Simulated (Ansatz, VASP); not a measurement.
# One calculation of Ru, two programs

```
Ru
1.0
     2.55618    0.00000    0.00000
     0.00000    2.55618    0.00000
     0.00000    0.00000    2.55618
Ru
1
Direct
  0.00000 0.00000 0.00000
```

Alike in both runs: task single point; functional r2SCAN; k mesh 14 × 14 × 14; occupations fermi-dirac, width 0.1 eV; no spin polarisation.

|  | VASP | Ansatz |
| --- | --- | --- |
| version | VASP 6.6.1 | Ansatz 0.2.0 |
| potentials or method | VASP PAW PBE potentials, release 64 (Ru_pv), cutoff 520 eV | plane waves (500 eV) with PAW, scalar-relativistic |
| valence electrons in the cell | 14 | 16 |

```tsv
	VASP	Ansatz	Ansatz less VASP
pressure (GPa)	-14.3	-15.1	-0.80
```

VASP's potentials were made for PBE, not for r2SCAN. VASP's potentials hold 14 valence electrons a cell and Ansatz's 16, so a difference there can come from the potentials and not from the codes.
